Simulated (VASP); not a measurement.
Cu: single point with PBE

The system is Cu.

```
CELL_PARAMETERS angstrom
-1.44870 1.44870 1.35895
1.44870 -1.44870 1.35895
1.44870 1.44870 -1.35895
ATOMIC_POSITIONS crystal
Cu 0.00000 0.00000 0.00000
```

| Quantity | Value |
| --- | --- |
| Program | VASP 6.6.1 |
| Task | single point |
| Functional | PBE |
| Potentials or basis | VASP PAW PBE potentials, release 64 (Cu) |
| Cutoff | 520 eV |
| k mesh | 22 × 22 × 22 |
| Occupations | gaussian, width 0.15 eV |
| Spin | no spin polarisation |
| Dipole correction | no |
| Further INCAR settings | ALGO = Normal; EDIFF = 1e-06; NBANDS = 12 |

```yaml
Pressure: 8.7 GPa
Band_gap_on_the_k_mesh: zero (an odd number of electrons rules out a gap without spin polarisation)
```

Stress tensor (GPa, compression positive):
```
8.58 0.00 0.00
0.00 8.58 0.00
0.00 0.00 8.87
```

Levels at points of the mesh, in eV from the Fermi level:
| k point | band 4 | band 5 | band 6 | band 7 | band 8 | band 9 |
| --- | --- | --- | --- | --- | --- | --- |
| (0.00, 0.00, 0.00) | -3.13 | -2.33 | -2.04 | 24.68 | 24.68 | 26.44 |
| (0.50, 0.00, 0.00) | -1.93 | -1.39 | -0.50 | 4.79 | 17.25 | 17.38 |
| (0.50, 0.50, 0.00) | -2.12 | -1.42 | -1.01 | 4.07 | 18.94 | 19.33 |
| (0.50, 0.50, 0.50) | -1.59 | -1.53 | 7.54 | 7.54 | 10.06 | 13.21 |

It took 120 s on 1 thread of Intel Xeon 8259CL, with other jobs on the host, peak memory 0.21 GiB.

Caveat: the cell stands under pressure.
